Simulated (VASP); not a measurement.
Runs of VASP 6.6.1 on Hf2Si. The structure is that of space group I4/mcm (No. 140), or close to it. The cells are those of the table. 

| level | cell | k mesh | gap on the mesh (eV) | pressure (GPa) | largest force (eV/Å) |
| --- | --- | --- | --- | --- | --- |
| r2SCAN+D3(BJ) | a = 5.286 Å, angles 103.7, 103.7, 121.7°, 6 atoms | 10 × 10 × 10 | none | -0.5 | 0.02 |
| r2SCAN | a = 5.303 Å, angles 103.7, 103.7, 121.7°, 6 atoms | 4 × 4 × 4, shifted | none | (a) | 0.04 |
| r2SCAN | a = 5.303 Å, angles 103.7, 103.7, 121.7°, 6 atoms | 4 × 4 × 4 | none | -0.2 | 0.06 |
| r2SCAN | a = 5.303 Å, angles 103.7, 103.7, 121.7°, 6 atoms | 8 × 8 × 8 | none | (b) | - |
| r2SCAN | a = 5.303 Å, angles 103.7, 103.7, 121.7°, 6 atoms | 1 × 1 × 1 | - | -0.9 | 1.71 |

Alike in all rows: task single point; potentials or basis VASP PAW PBE potentials, release 64 (Hf_pv, Si); no spin polarisation; cutoff (eV) 520; smearing gaussian 0.1 eV.

Problem. Fill in the values left out.

Solution. (a) 0.0; (b) -0.1.

Caveats: some runs use coarse meshes; the PAW data sets were made with another functional, which shifts forces and pressure a little; spin-orbit coupling is left out, which moves the levels of the heavy elements.

A k mesh can miss the band edges, and the runs leave out spin-orbit coupling on Hf.

A gap of «none» marks levels without a gap at the run's occupations.
